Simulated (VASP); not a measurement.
# Al9N in VASP: notebook

The runs below take Al9N through single point, with PBEsol.

Everything below comes from runs of VASP 6.6.1. Logs are shortened: lines on timing, memory, paths and dates and some standing lists are left out, and cuts for length are marked.

**1. The cell of the first run**

The cell holds a slab with vacuum, 10 atoms: a = 2.836 Å, b = 2.836 Å, c = 37.644 Å, α = 90.00°, β = 90.00°, γ = 120.00°.

**2. Single point, PBEsol**

The input, INCAR:

```
ALGO = Normal
DIPOL = 0.5 0.5 0.500
EDIFF = 1E-6
ENCUT = 520
GGA = PS
IDIPOL = 3
ISIF = 2
ISMEAR = 0
LASPH = True
LCHARG = False
LDIPOL = True
LREAL = False
LWAVE = False
NBANDS = 27
NELM = 60
PREC = Accurate
SIGMA = 0.1
```

The input, KPOINTS:

```
k-points
0
Gamma
  12 12 1
```

The input, POSCAR:

```
Al9N
1.0
    2.8362844918      0.0000000000      0.0000000000
   -1.4181422459      2.4562944222      0.0000000000
    0.0000000000      0.0000000000     37.6442989108
Al N
9 1
Direct
    0.3333333333      0.6666666666      0.2257978033
    0.0000000000      0.0000000000      0.2877072406
    0.6666666667      0.3333333333      0.3496166779
    0.0000000000      0.0000000000      0.4115261153
    0.3333333333      0.6666666666      0.4729161237
    0.0000000000      0.0000000000      0.5342805556
    0.6666666667      0.3333333333      0.5966221375
    0.0000000000      0.0000000000      0.6583877038
    0.3333333333      0.6666666666      0.7209215701
    0.3333333333      1.1666666666      0.7383421039
```

Potentials or basis: VASP PAW PBE potentials, release 64 (Al, N).

Run with:

```bash
cat potpaw_PBE.64/Al/POTCAR potpaw_PBE.64/N/POTCAR > POTCAR
mpirun -np 1 vasp_std > vasp.out
```

OUTCAR:

```text
EDIFF = 1E-6
   ENCUT = 520
   GGA = PS
   ISIF = 2
   ISMEAR = 0
   LASPH = True
   LREAL = False
   NELM = 60
   PREC = Accurate

 ion  position               nearest neighbor table
   1  0.333  0.667  0.226-   2 2.85   2 2.85   2 2.85
   2  0.000  0.000  0.288-   1 2.85   3 2.85   3 2.85   1 2.85   3 2.85   1 2.85
   3  0.667  0.333  0.350-   2 2.85   2 2.85   2 2.85   4 2.85   4 2.85   4 2.85
   4  0.000  0.000  0.412-   5 2.83   5 2.83   5 2.83   3 2.85   3 2.85   3 2.85
   5  0.333  0.667  0.473-   6 2.83   6 2.83   6 2.83   4 2.83   4 2.83   4 2.83
   6  0.000  0.000  0.534-   5 2.83   5 2.83   5 2.83   7 2.86   7 2.86   7 2.86
   7  0.667  0.333  0.597-   8 2.84   8 2.84   8 2.84   6 2.86   6 2.86   6 2.86
   8  0.000  0.000  0.658-   7 2.84   7 2.84   7 2.84   9 2.87   9 2.87   9 2.87
   9  0.333  0.667  0.721-  10 1.56  10 1.56  10 2.54  10 2.54   8 2.87   8 2.87   8 2.87
  10  0.333  0.167  0.738-   9 1.56   9 1.56   9 2.54   9 2.54

  LATTYP: Found a hexagonal cell.
 ALAT       =     2.8362844918
 C/A-ratio  =    13.2723988089

  Lattice vectors:

 A1 = (   2.8362844918,   0.0000000000,   0.0000000000)
 A2 = (  -1.4181422459,   2.4562944222,   0.0000000000)
 A3 = (   0.0000000000,   0.0000000000,  37.6442989108)

Analysis of symmetry for initial positions (statically):
=====================================================================
 Subroutine PRICEL returns:
 Original cell was already a primitive cell.

 Routine SETGRP: Setting up the symmetry group for a
 hexagonal supercell.

 Subroutine GETGRP returns: Found  2 space group operations
 (whereof  2 operations were pure point group operations)
 out of a pool of 24 trial point group operations.

The static configuration has the point symmetry C_1h.

Analysis of symmetry for dynamics (positions and initial velocities):
=====================================================================
 Subroutine PRICEL returns:
 Original cell was already a primitive cell.

 Routine SETGRP: Setting up the symmetry group for a
 hexagonal supercell.

 Subroutine GETGRP returns: Found  2 space group operations
 (whereof  2 operations were pure point group operations)
 out of a pool of 24 trial point group operations.

The dynamic configuration has the point symmetry C_1h.

 Subroutine INISYM returns: Found  2 space group operations
 (whereof  2 operations are pure point group operations),
 and found     1 'primitive' translations

----------------------------------------------------------------------------------------

                                     Primitive cell

  volume of cell :     262.2584

[... 126 lines left out ...]
  Fermi-wavevector in a.u.,A,eV,Ry     =   0.811986  1.534430  8.970602  0.659321
  Thomas-Fermi vector in A             =   1.921445
   LORBIT       =      0    0 simple, 1 ext, 2 COOP (PROOUT), +10 PAW based schemes
   GGA     = PS    functional components
   LHFCALC =     F    Hartree Fock is set to
   AEXX    =    0.0000 exact exchange contribution
   IVDW    =     0    specifies the selected vdW correction
   LEPSILON=     F    determine dielectric tensor
   LRPA    =     F    only Hartree local field effects (RPA)
 non-spin polarized calculation
 Gauss-broadening in eV      SIGMA  =   0.10
  energy-cutoff  :      520.00
  volume of cell :      262.26
 maximum number of plane-waves:      7104
 NGX is ok and might be reduce to    24
   NGX = 11   NGY = 11   NGZ =139

 dipolmoment           0.000000      0.000000     -0.026038 electrons x Angstroem

 number of electron      31.9999999 magnetization

 dipolmoment           0.000000      0.000000      0.122871 electrons x Angstroem

 Free energy of the ion-electron system (eV)
  ---------------------------------------------------
  ext. energy  EPLUGINS =         0.00000000
  ---------------------------------------------------
  free energy    TOTEN  =       -42.74894764 eV

  energy without entropy =      -42.73426591  energy(sigma->0) =      -42.74160677

 E-fermi :   2.0022     XC(G=0):  -6.3862

 val. band max:        1.9987730053   @ k =   0.3333   0.0000   0.0000
 cond. band min:       2.0063699500   @ k =   0.0833   0.0833   0.0000
 fundamental gap:      0.0075969447
 Fermi energy:         2.0021764973

 k-point     1 :       0.0000    0.0000    0.0000
  band No.  band energies     occupation
      1     -13.3983      2.00000
      2      -9.1102      2.00000
      3      -8.8219      2.00000
      4      -8.3886      2.00000
      5      -7.7679      2.00000
      6      -6.9737      2.00000
[... 709 lines left out ...]
     26       6.4251      0.00000
     27       6.6577      0.00000

 [... further k-points ...]

------------------------ aborting loop because EDIFF is reached ----------------------------------------

 vacuum level on the upper side and lower side of the slab       (xc-potential included)         1.458        -1.709

  FORCE on cell =-STRESS in cart. coord.  units (eV):
  Direction    XX          YY          ZZ          XY          YZ          ZX
  --------------------------------------------------------------------------------------
  -------------------------------------------------------------------------------------
  Total        5.9422064     18.8335627      4.0244596    -11.1642420     -0.1228607     -0.2128009
  in kB       36.3018610    115.0571568     24.5860481    -68.2040869     -0.7505749     -1.3000339
  external PRESSURE =      58.6483553 kB  Pullay stress =       0.0000000 kB

 VOLUME and BASIS-vectors are now :
 -----------------------------------------------------------------------------
  energy-cutoff  :      520.00
  volume of cell :      262.26
      direct lattice vectors                 reciprocal lattice vectors
     2.836284492  0.000000000  0.000000000     0.352573941  0.203558660  0.000000000
    -1.418142246  2.456294422  0.000000000     0.000000000  0.407117319  0.000000000
     0.000000000  0.000000000 37.644298911     0.000000000  0.000000000  0.026564447

 POSITION                                       TOTAL-FORCE (eV/Angst)
 -----------------------------------------------------------------------------------
     -0.00000      1.63753      8.50000         0.000099      0.000057     -0.026757
      0.00000      0.00000     10.83054        -0.009857     -0.005691      0.034287
      1.41814      0.81876     13.16107         0.012675      0.007318     -0.019475
      0.00000      0.00000     15.49161        -0.008008     -0.004623      0.006928
     -0.00000      1.63753     17.80260         0.001174      0.000678     -0.040359
      0.00000      0.00000     20.11262         0.021255      0.012272      0.066949
      1.41814      0.81876     22.45942        -0.050365     -0.029078     -0.094270
      0.00000      0.00000     24.78454         0.128567      0.074228     -0.298707
     -0.00000      1.63753     27.13859        -0.000281     -0.000162     -3.982690
      0.70907      0.40938     27.79437        -0.095260     -0.054998      4.354095
 -----------------------------------------------------------------------------------
    total drift:                                0.000036      0.000021     -0.000048

  FREE ENERGIE OF THE ION-ELECTRON SYSTEM (eV)
  ---------------------------------------------------
  free  energy   TOTEN  =       -42.7489476365 eV

  energy  without entropy=      -42.7342659109  energy(sigma->0) =      -42.74160677

 vacuum level on the upper side and lower side of the slab         9.248         6.037
```

Wall time 8.7 min (1 thread of Intel Xeon 6975P-C (Granite Rapids), shared host); peak memory 0.55 GiB.

What came out:

```yaml
Free_energy: -42.7489 eV
Largest_force: 4.355 eV/Å
Band_gap_on_the_k_mesh: zero (bands 16 and 17 overlap by 3.17 eV)
```

Forces in eV/Å, atoms in the order of the input:
```
Al   0.000  0.000 -0.027
Al  -0.010 -0.006  0.034
Al   0.013  0.007 -0.019
Al  -0.008 -0.005  0.007
Al   0.001  0.001 -0.040
Al   0.021  0.012  0.067
Al  -0.050 -0.029 -0.094
Al   0.129  0.074 -0.299
Al   0.000  0.000 -3.983
N   -0.095 -0.055  4.354
```

Caveat: the PAW data sets were made with another functional, which shifts forces and pressure a little.

**3. Single point, PBEsol**

The input, INCAR:

```
SYSTEM = Al9N
PREC = Accurate
ENCUT = 520
EDIFF = 1E-6
ISMEAR = 0
SIGMA = 0.1
LREAL = .FALSE.
LASPH = .TRUE.
NELM = 100
ALGO = Normal
ISIF = 2
LWAVE = .FALSE.
LCHARG = .FALSE.
LDIPOL = .TRUE.
IDIPOL = 3
DIPOL = 0.5 0.5 0.502
GGA = PS
NBANDS = 27
```

The input, KPOINTS:

```
Automatic mesh
0
G
  12 12 1
  0 0 0
```

Edit POSCAR of step 2 so:

```diff
@@ -17,2 +17,2 @@
     0.3333333333      0.6666666666      0.7209215701
-    0.3333333333      1.1666666666      0.7383421039
+    0.3333333333      1.1666666666      0.7649065514
```

Potentials or basis: VASP PAW PBE potentials, release 64 (Al, N).

Run with:

```bash
cat potpaw_PBE.64/Al/POTCAR potpaw_PBE.64/N/POTCAR > POTCAR
mpirun -np 1 vasp_std > vasp.out
```

Wall time 7.7 min (1 thread of Intel Xeon 6975P-C (Granite Rapids), shared host); peak memory 0.55 GiB.

It converged, with:

```
Free energy            : -41.7208 eV
Largest force          : 3.403 eV/Å
Band gap on the k mesh : zero (bands 16 and 17 overlap by 2.78 eV)
```

Forces in eV/Å, atoms in the order of the input:
```
Al  -0.002 -0.001 -0.025
Al   0.002  0.001  0.081
Al  -0.003 -0.002 -0.055
Al   0.009  0.005  0.002
Al  -0.003 -0.002 -0.025
Al   0.001  0.001  0.047
Al   0.014  0.008  0.023
Al  -0.112 -0.065  0.150
Al   0.005  0.003  3.205
N    0.089  0.052 -3.402
```

Levels at points of the mesh, in eV from the Fermi level:
```
           k point  band 13  band 14  band 15  band 16  band 17  band 18
(0.00, 0.00, 0.00)    -1.22     0.20     0.96     1.34     1.67     3.10
(0.50, 0.00, 0.00)    -2.59    -2.27    -1.67    -1.39    -0.92    -0.26
(0.00, 0.50, 0.00)    -2.69    -2.29    -2.01    -1.10    -0.82    -0.18
```

Caveat: the PAW data sets were made with another functional, which shifts forces and pressure a little.

**4. Single point, PBEsol**

The input, INCAR:

```
PREC = Accurate ; ENCUT = 520
EDIFF = 1E-6 ; ISMEAR = 0
SIGMA = 0.1 ; LREAL = F
LASPH = T ; NELM = 60
ALGO = Normal ; ISIF = 2
LWAVE = F ; LCHARG = F
LDIPOL = T ; IDIPOL = 3
DIPOL = 0.5 0.5 0.504 ; GGA = PS
NBANDS = 27
```

The input, KPOINTS:

```
Automatic mesh
0
Gamma
  12 12 1
```

Edit POSCAR of step 3 so:

```diff
@@ -17,2 +17,2 @@
     0.3333333333      0.6666666666      0.7209215701
-    0.3333333333      1.1666666666      0.7649065514
+    0.3333333333      1.1666666666      0.7781887751
```

Run with:

```bash
cat potpaw_PBE.64/Al/POTCAR potpaw_PBE.64/N/POTCAR > POTCAR
mpirun -np 1 vasp_std > vasp.out
```

Wall time 5.9 min (1 thread of Intel Xeon 6975P-C (Granite Rapids), shared host); peak memory 0.54 GiB.

Results (log left out):

| Property | Result |
| --- | --- |
| Free energy | -40.1565 eV |
| Largest force | 2.714 eV/Å |
| Band gap on the k mesh | zero (bands 16 and 17 overlap by 2.44 eV) |

Forces in eV/Å, atoms in the order of the input:
```
Al   0.000  0.000 -0.012
Al  -0.002 -0.001  0.086
Al  -0.007 -0.004 -0.038
Al   0.013  0.008 -0.025
Al   0.000  0.000 -0.024
Al  -0.013 -0.007  0.048
Al   0.027  0.016 -0.005
Al  -0.084 -0.048  0.145
Al  -0.005 -0.003  2.538
N    0.070  0.041 -2.713
```

Levels at points of the mesh, in eV from the Fermi level:
```
           k point  band 14  band 15  band 16  band 17  band 18  band 19
(0.00, 0.00, 0.00)    -0.14     1.26     1.31     1.40     2.71     3.85
(0.50, 0.00, 0.00)    -2.30    -1.73    -1.53    -0.93    -0.40    -0.01
(0.00, 0.50, 0.00)    -2.33    -1.99    -1.16    -0.81    -0.34    -0.08
```

Caveat: the PAW data sets were made with another functional, which shifts forces and pressure a little.

**5. Single point, PBEsol**

The input, INCAR:

```
SYSTEM = Al9N
PREC = Accurate
ENCUT = 520
EDIFF = 1E-6
ISMEAR = 0
SIGMA = 0.1
LREAL = .FALSE.
LASPH = .TRUE.
NELM = 80
ALGO = Normal
ISIF = 2
LWAVE = .FALSE.
LCHARG = .FALSE.
LDIPOL = .TRUE.
IDIPOL = 3
DIPOL = 0.5 0.5 0.499
GGA = PS
NBANDS = 27
```

The input, KPOINTS:

```
Automatic mesh
0
G
  12 12 1
  0 0 0
```

Edit POSCAR of step 4 so:

```diff
@@ -17,2 +17,2 @@
     0.3333333333      0.6666666666      0.7209215701
-    0.3333333333      1.1666666666      0.7781887751
+    0.3333333333      1.1666666666      0.7317009921
```

Run with:

```bash
cat potpaw_PBE.64/Al/POTCAR potpaw_PBE.64/N/POTCAR > POTCAR
mpirun -np 1 vasp_std > vasp.out
```

It took 9.3 min on 1 thread of Intel Xeon 6975P-C (Granite Rapids), shared host; peak memory 0.54 GiB.

The run converged. Its results:

| Property | Result |
| --- | --- |
| Free energy | -41.3780 eV |
| Largest force | 6.073 eV/Å |
| Band gap on the k mesh | zero (bands 16 and 17 overlap by 3.23 eV) |

Forces in eV/Å, atoms in the order of the input:
```
Al   0.000  0.000 -0.021
Al  -0.008 -0.004  0.039
Al   0.011  0.007 -0.022
Al  -0.009 -0.005 -0.001
Al   0.000  0.000 -0.033
Al   0.017  0.010  0.067
Al  -0.056 -0.032 -0.148
Al   0.234  0.135 -0.348
Al  -0.009 -0.005 -5.602
N   -0.181 -0.104  6.069
```

Levels at points of the mesh, in eV from the Fermi level:
| k point | band 12 | band 13 | band 14 | band 15 | band 16 | band 17 | band 18 | band 19 | band 20 | band 21 |
| --- | --- | --- | --- | --- | --- | --- | --- | --- | --- | --- |
| (0.00, 0.00, 0.00) | -1.98 | -1.88 | -0.54 | 0.43 | 1.05 | 2.61 | 3.84 | 4.64 | 5.45 | 5.90 |
| (0.50, 0.00, 0.00) | -2.92 | -2.88 | -2.49 | -2.10 | -1.41 | -0.78 | -0.68 | 0.38 | 0.56 | 1.46 |
| (0.00, 0.50, 0.00) | -2.84 | -2.51 | -2.07 | -1.78 | -1.63 | -0.89 | -0.45 | 0.30 | 0.83 | 1.46 |

Caveat: the PAW data sets were made with another functional, which shifts forces and pressure a little.

**6. Single point, PBEsol**

Edit INCAR of step 5 so:

```diff
@@ -15,3 +15,3 @@
 IDIPOL = 3
-DIPOL = 0.5 0.5 0.499
+DIPOL = 0.5 0.5 0.506
 GGA = PS
```

The input, KPOINTS:

```
regular mesh
0
G
  12 12 1
  0 0 0
```

Edit POSCAR of step 5 so:

```diff
@@ -17,2 +17,2 @@
     0.3333333333      0.6666666666      0.7209215701
-    0.3333333333      1.1666666666      0.7317009921
+    0.3333333333      1.1666666666      0.7994403331
```

Potentials or basis: VASP PAW PBE potentials, release 64 (Al, N).

Run with:

```bash
cat potpaw_PBE.64/Al/POTCAR potpaw_PBE.64/N/POTCAR > POTCAR
mpirun -np 1 vasp_std > vasp.out
```

Run time: 7 min. Hardware: 1 thread of Intel Xeon 6975P-C (Granite Rapids), shared host; peak memory 0.54 GiB.

The run converged. Its results:

| Property | Result |
| --- | --- |
| Free energy | -38.6731 eV |
| Largest force | 1.098 eV/Å |
| Band gap on the k mesh | zero (bands 16 and 17 overlap by 2.56 eV) |

Forces in eV/Å, atoms in the order of the input:
```
Al  -0.001  0.000 -0.056
Al   0.001  0.000  0.061
Al  -0.006 -0.003 -0.035
Al   0.008  0.004 -0.009
Al   0.001  0.001 -0.014
Al  -0.012 -0.007  0.033
Al   0.016  0.009 -0.003
Al  -0.029 -0.017 -0.009
Al  -0.002 -0.001  1.098
N    0.024  0.014 -1.067
```

Levels at points of the mesh, in eV from the Fermi level:
| k point | band 13 | band 14 | band 15 | band 16 | band 17 | band 18 | band 19 | band 20 |
| --- | --- | --- | --- | --- | --- | --- | --- | --- |
| (0.00, 0.00, 0.00) | -1.41 | -0.50 | 0.85 | 1.50 | 1.51 | 2.35 | 3.67 | 4.55 |
| (0.50, 0.00, 0.00) | -2.47 | -2.15 | -1.81 | -1.28 | -0.64 | -0.42 | 0.02 | 0.80 |
| (0.00, 0.50, 0.00) | -2.50 | -2.17 | -1.88 | -1.21 | -0.51 | -0.46 | 0.02 | 0.71 |

Caveat: the PAW data sets were made with another functional, which shifts forces and pressure a little.

**7. The runs side by side**

| cell | gap on the mesh (eV) | largest force (eV/Å) |
| --- | --- | --- |
| as given, atomic positions A | none | 4.36 |
| as given, atomic positions B | none | 3.40 |
| as given, atomic positions C | none | 2.71 |
| as given, atomic positions D | none | 6.07 |
| as given, atomic positions E | none | 1.10 |

Alike in all rows: task single point; level PBEsol; potentials or basis VASP PAW PBE potentials, release 64 (Al, N); no spin polarisation; k mesh 12 × 12 × 1; cutoff (eV) 520; smearing gaussian 0.1 eV.

Caveats: the PAW data sets were made with another functional, which shifts forces and pressure a little.

Total energies depend on the potentials used, so only differences within one code and one set of settings carry meaning.

The gap in the log of VASP goes by the Fermi energy; the results here count the filled bands.